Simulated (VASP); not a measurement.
The system is Ba.

```
Ba
1.0
    -2.51249    2.51249    2.51249
     2.51249   -2.51249    2.51249
     2.51249    2.51249   -2.51249
Ba
1
Direct
  0.00000 0.00000 0.00000
```

Base run:

- Program: VASP 6.6.1
- Functional: PBE
- Potentials or basis: VASP PAW PBE potentials, release 64 (Ba_sv)
- Cutoff: 520 eV
- k mesh: 9 × 9 × 9
- Occupations: gaussian, width 0.6 eV
- Spin: no spin polarisation

Its results: band gap on the k mesh zero (bands 5 and 6 overlap by 0.91 eV); pressure 0.2 GPa.

The run is repeated on the same cell with these changes: occupations from gaussian, width 0.6 eV to fermi-dirac, width 0.6 eV. What comes out?

Band gap on the k mesh zero (bands 5 and 6 overlap by 0.90 eV); pressure 0.9 GPa.

Caveats: so wide a smearing shifts energies and pressures; spin-orbit coupling is left out, which moves the levels of the heavy elements.
